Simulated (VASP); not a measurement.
A run of VASP 6.6.1:

File INCAR:

```
SYSTEM = Si8O17
ALGO = Normal
EDIFF = 1E-6
ENCUT = 520
GGA = CA
ISIF = 2
ISMEAR = -1
ISPIN = 2
LASPH = .True.
LCHARG = .False.
LORBIT = 11
LREAL = Auto
LWAVE = .False.
MAGMOM = 0 0 0 0 0 0 0 0 0 0 0 0 0 0 0 0 0 0 0 0 0 0 0 0 1
NBANDS = 89
NELM = 150
PREC = Accurate
SIGMA = 0.02
```

The input KPOINTS:

```
k-points
0
Gamma
  1 1 1
  0 0 0
```

Contents of POSCAR:

```
Si8O17
1.0
   -4.9501000000     -4.9501000000      0.0000000000
    4.9501000000     -4.9501000000      0.0000000000
    0.0000000000      0.0000000000      6.8760000000
Si O
8 17
Direct
    0.2932466011      0.4703137310     -0.0209569517
    0.1124320721      0.1918042060      0.2182228040
    0.8956990768      0.4839094160      0.5080570099
    0.0188784065      0.7897921254      0.7522251309
    0.8050847458     -0.0275044949      0.0844677138
    0.5297468738      0.6655421103      0.3210005817
    0.3497202077     -0.0263328014      0.5501018034
    0.6102704996      0.2789236581      0.7797411286
    0.3422557120      0.5371406638      0.1964368819
    0.9782731662      0.3612957314      0.3178446771
    0.8089432537      0.3474778287      0.6776614311
    0.1015029999      0.6281186239      0.8933973240
    0.9647279853      0.6967738025      0.5552501454
    0.6825215652      0.5338983051      0.3958987784
    0.2099553544      0.2556311994      0.0175101803
    0.4711925012      0.4655562514      0.8007271670
    1.0107472576     -0.0076160078      0.2048720186
    0.4132340761      0.7565402719      0.4844677138
    0.2277933779      0.9030928668      0.7253781268
    0.6053312054      0.2641259773      1.0290285049
    0.5260297772      0.0990687057      0.6511925538
    0.2773075291      0.1087452779      0.3825770797
    0.6095533424      0.8535888164      0.2078970332
    0.8450233329      0.8678915577      0.8643833624
    0.8061756328      0.2167733985      0.0853112275
```

Potentials or basis: VASP PAW LDA potentials, release 64 (Si, O).

Command:

```console
$ cat potpaw_LDA.64/Si/POTCAR potpaw_LDA.64/O/POTCAR > POTCAR
$ mpirun -np 1 vasp_gam > vasp.out
```

Hardware: 1 thread of AMD EPYC 7R13, on a shared host.

Task: How long does it take, and how much memory?

Result: Wall time 2.6 min on 1 thread of AMD EPYC 7R13, on a shared host, peak memory 0.28 GiB. Counts: scf iterations 17, k points 1.
